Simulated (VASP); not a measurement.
Here is a VASP 6.6.1 calculation.

File POSCAR:

```
C
1.0
    0.0000000000      1.8068380860      1.8068380860
    1.8068380860      0.0000000000      1.8068380860
    1.8068380860      1.8068380860      0.0000000000
C
2
Direct
    0.7500000000      0.7500000000      0.7500000000
    0.5000000000      0.5000000000      0.5000000000
```

INCAR.step1

```
SYSTEM = C
PREC = Accurate
ENCUT = 520
EDIFF = 1E-5
ISMEAR = -1
SIGMA = 0.05
LREAL = .FALSE.
LASPH = .TRUE.
NELM = 100
ALGO = Normal
ISIF = 2
LWAVE = .TRUE.
LCHARG = .FALSE.
NBANDS = 11
GGA = PE
```

File INCAR.step2:

```
SYSTEM = C
PREC = Accurate
ENCUT = 520
EDIFF = 1E-6
ISMEAR = -1
SIGMA = 0.05
LREAL = .FALSE.
LASPH = .TRUE.
NELM = 100
ALGO = Normal
ISIF = 2
LWAVE = .FALSE.
LCHARG = .FALSE.
GGA = PS
LHFCALC = .TRUE.
AEXX = 0.25
HFSCREEN = 0.207
PRECFOCK = Normal
NBANDS = 11
ISTART = 1
```

File KPOINTS:

```
Automatic mesh
0
G
  7 7 7
  0 0 0
```

Potentials or basis: VASP PAW PBE potentials, release 64 (C).

Launch:

```sh
$ cat potpaw_PBE.64/C/POTCAR > POTCAR
$ cp INCAR.step1 INCAR
$ mpirun -np 1 vasp_std > vasp.out
$ cp INCAR.step2 INCAR
$ mpirun -np 1 vasp_std > vasp.out
```

(1) What does it give for the pressure?

(2) Predict the band gap on the k mesh.

## Answers

(1) -27.5 GPa.

(2) 5.23 eV (least direct gap 6.82 eV).

Caveat: the k points lie up to 0.43 Å⁻¹ apart; the PAW data sets were made with another functional, which shifts forces and pressure a little; an odd mesh through Γ misses points on the zone boundary, where band edges can lie.
